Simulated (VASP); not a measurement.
Mg, 1 atom in the cell. Symmetry: P6/mmm, No. 191, hexagonal system. The conventional cell has a = 3.050 Å, b = 3.050 Å, c = 3.045 Å, α = 90.00°, β = 90.00°, γ = 120.00°. Mg (site symmetry 6/mmm) has 8 Mg at 3.04 to 3.05 Å within 4.0 Å. 

```yaml
Program: VASP 6.6.1
Task: single point
Functional: PBE
Potentials_or_basis: VASP PAW PBE potentials, release 64 (Mg)
Cutoff: 520 eV
k_mesh: 9 × 9 × 8
Occupations: gaussian, width 0.045 eV
Spin: no spin polarisation
Dipole_correction: no
Further_INCAR_settings: ALGO = Normal; EDIFF = 1e-06; NBANDS = 7
```

Potentials or basis: VASP PAW PBE potentials, release 64 (Mg).

The run is started by

```bash
$ cat potpaw_PBE.64/Mg/POTCAR > POTCAR
$ mpirun -np 1 vasp_std > vasp.out
```

Hardware: 1 thread of AMD EPYC 7R13 Processor (Zen 3), with other jobs on the host.

Estimate the wall time of this run.

Run time: 5.3 s on 1 thread of AMD EPYC 7R13 Processor (Zen 3), with other jobs on the host, peak memory 0.11 GiB. Counts: scf iterations 9, k points 60.
